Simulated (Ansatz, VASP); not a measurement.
**Two plane-wave programs on Ni**

INCAR

```
SYSTEM = Ni
PREC = Accurate ; ENCUT = 520
EDIFF = 1E-6 ; ISMEAR = 0
SIGMA = 0.1 ; LREAL = .False.
LASPH = .True. ; NELM = 150
ALGO = Fast ; ISIF = 2
LWAVE = .False. ; LCHARG = .False.
ISPIN = 2 ; MAGMOM = 2
LORBIT = 11 ; LMAXMIX = 4
GGA = PE ; NBANDS = 15
```

KPOINTS

```
regular mesh
0
Gamma
  8 8 8
  0 0 0
```

POSCAR

```
Ni
1.0
   -1.5388234271      1.5385510785      2.1685840146
    1.5388234271     -1.5385510785      2.1685840146
    1.5388234271      1.5385510785     -2.1685840146
Ni
1
Direct
    0.5000000000      0.5000000000      0.0000000000
```

Input for Ansatz:

```yaml
crystal:
  lattice:
    - [-1.5388234271, 1.5385510785, 2.1685840146]
    - [1.5388234271, -1.5385510785, 2.1685840146]
    - [1.5388234271, 1.5385510785, -2.1685840146]
  atoms:
    - { symbol: Ni, position: [0.5, 0.5, 0.0], spin: 2.0 }
basis:
  ecutwfc: 420
kpoints:
  mp_grid: { grid: [8, 8, 8] }
hamiltonian:
  xc: pbe
scf:
  occupations: { method: gaussian, width: 0.1 }
  lower_state_search: "off"
output:
  forces: true
  stress: true
  eigenvalues: true
  populations: true
magnetization:
  spin_polarized: true
```

Alike in both runs: task single point; functional PBE; k mesh 8 × 8 × 8; occupations gaussian, width 0.1 eV; collinear spin.

```csv
,VASP,Ansatz
version,VASP 6.6.1,Ansatz 0.2.0
potentials or method,"VASP PAW PBE potentials, release 64 (Ni), cutoff 520 eV","scalar-relativistic, plane waves, PAW"
valence electrons in the cell,10,18
```

|  | VASP | Ansatz | Ansatz less VASP |
| --- | --- | --- | --- |
| gap on the k mesh at the Fermi level (eV) | none | none | - |
| pressure (GPa) | -25.7 | -26.0 | -0.30 |
| net moment per atom (μB) | 0.69 | 0.70 | +0.007 |
| size of the moment on the site where the two differ most (μB) | 0.76 | 0.76 | +0.001 |

Site moments also hang on the region over which each program counts them. A gap of «none» marks a metal or a gap that the smearing closes. With one functional, cell and mesh, what is left measures potentials, basis and numerics. VASP's potentials hold 10 valence electrons a cell and Ansatz's 18, so a difference there can come from the potentials and not from the codes.

The k mesh is coarse, so the values compare programs but aren't converged.
